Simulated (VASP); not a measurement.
SnO: single point with PBE

Crystal: SnO.

```
Sn O
1.0
     3.29816    0.00000    0.00000
    -1.64908    2.85629    0.00000
     0.00000    0.00000    9.21637
Sn O
2 2
Direct
  0.33333 0.66667 0.99336
  0.66667 0.33333 0.49336
  0.33333 0.66667 0.38164
  0.66667 0.33333 0.88164
```

| Property | Result |
| --- | --- |
| Program | VASP 6.6.1 |
| Task | single point |
| Functional | PBE |
| Potentials or basis | VASP PAW PBE potentials, release 64 (Sn_d, O) |
| Cutoff | 520 eV |
| k mesh | 6 × 6 × 2 |
| Occupations | gaussian, width 0.01 eV |
| Spin | non-collinear spin, zero start, spin-orbit coupling |
| Starting moments | [[0.0, 0.0, 0.0], [0.0, 0.0, 0.0], [0.0, 0.0, 0.0], [0.0, 0.0, 0.0]] μB |
| Dipole correction | no |
| Further INCAR settings | ALGO = Normal; EDIFF = 1e-06; NBANDS = 54 |

- Pressure: 3.3 GPa
- Largest force: 0.506 eV/Å
- Net moment: 0.00 μB per cell
- Valence electrons inside the program's atomic spheres: Sn 12.19; O 4.97

Forces on the atoms (eV/Å):
```
Sn   0.000  0.000  0.506
Sn   0.000  0.000  0.506
O    0.000  0.000 -0.506
O    0.000  0.000 -0.506
```

Stress tensor (GPa, compression positive):
```
3.92 0.00 0.00
0.00 3.92 0.00
0.00 0.00 2.11
```

Moments on the atoms (μB; x, y, z):
```
Sn  0.00 0.00 0.00
Sn  0.00 0.00 0.00
O   0.00 0.00 0.00
O   0.00 0.00 0.00
```

Wall time 2.1 min on 1 thread of Intel(R) Xeon(R) Platinum 8559C (Emerald Rapids), with other jobs on the host, peak memory 0.46 GiB.

Caveat: the k points lie up to 0.37 Å⁻¹ apart.
